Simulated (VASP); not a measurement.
A run of VASP 6.6.1 is set up as follows.

INCAR

```
  PREC = Accurate
  ENCUT = 600
  EDIFF = 1E-6
  ISMEAR = 0
  SIGMA = 0.1
  LREAL = False
  LASPH = True
  NELM = 150
  ALGO = Normal
  ISIF = 3
  LWAVE = False
  LCHARG = False
  ISPIN = 2
  MAGMOM = 2.15 -0.15 -0.15
  LORBIT = 11
  LMAXMIX = 4
  GGA = PE
  IBRION = 2
  NSW = 90
  EDIFFG = -0.04
```

KPOINTS

```
regular mesh
0
Gamma
  6 6 6
```

Contents of POSCAR:

```
CrO2
1.0
    0.0000000000      2.4116529213      2.4116529213
    2.4116529213      0.0000000000      2.4116529213
    2.4116529213      2.4116529213      0.0000000000
Cr O
1 2
Direct
    0.0000000000      0.0000000000      0.0000000000
    0.2500000000      0.2500000000      0.2500000000
    0.7500000000      0.7500000000      0.7500000000
```

Potentials or basis: VASP PAW PBE potentials, release 64 (Cr_pv, O).

Launch:

```bash
$ cat potpaw_PBE.64/Cr_pv/POTCAR potpaw_PBE.64/O/POTCAR > POTCAR
$ mpirun -np 1 vasp_std > vasp.out
```

Task: What does it give for the band gap on the k mesh?

Result: 0.49 eV, indirect (least direct gap 0.51 eV).

Task: Estimate the relaxed volume.

Result: 8.71 Å³/atom.

Task: Predict the net moment.

Result: 2.00 μB per cell.

The path:
| step | energy change (eV) | largest force (eV/Å) | pressure (GPa) | volume (Å³) |
| --- | --- | --- | --- | --- |
| 1 | 0.0000 | 0.0000 | -15.27 | 28.05 |
| 2 | -0.0185 | 0.0000 | 17.61 | 24.59 |
| 3 | -0.0990 | 0.0000 | -0.14 | 26.14 |

Caveat: a cell with one magnetic atom can't hold antiferromagnetic order, which such compounds often take. A k mesh can miss the band edges.
